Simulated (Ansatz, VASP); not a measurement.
**Hg3P2 in VASP and in Ansatz**

```
Hg P
1.0
     3.61873    2.08927    3.59922
    -3.61873    2.08927    3.59922
     0.00000   -4.17855    3.59922
Hg P
3 2
Direct
  0.50000 0.00000 0.00000
  0.00000 0.50000 0.00000
  0.00000 0.00000 0.50000
  0.28435 0.28435 0.28435
  0.71565 0.71565 0.71565
```

Change from the starting cell: species swapped into the Ni3Se2 type (R32, No. 155).

Alike in both runs: functional PBE; k mesh 6 × 6 × 6; occupations gaussian, width 0.02 eV; no spin polarisation.

Ansatz relaxed the structure, and its values are those at the end. VASP's run is a single point on that final structure, the one shown.

|  | VASP | Ansatz |
| --- | --- | --- |
| version | VASP 6.6.1 | Ansatz 0.2.0 |
| potentials or method | VASP PAW PBE potentials, release 64 (Hg, P), cutoff 520 eV | scalar-relativistic, plane waves, PAW |
| valence electrons in the cell | 46 | 70 |

```tsv
	VASP	Ansatz	Ansatz less VASP
gap on the k mesh at the Fermi level (eV)	1.82	1.81	-0.014
least direct gap on the mesh (eV)	1.99	1.97	-0.017
pressure (GPa)	0.2	0.0	-0.21
rms of the force components (eV/Å)	0.028	0.001	-0.0265
```

VASP's potentials hold 46 valence electrons a cell and Ansatz's 70, so a difference there can come from the potentials and not from the codes.

Neither program's run includes spin-orbit coupling.
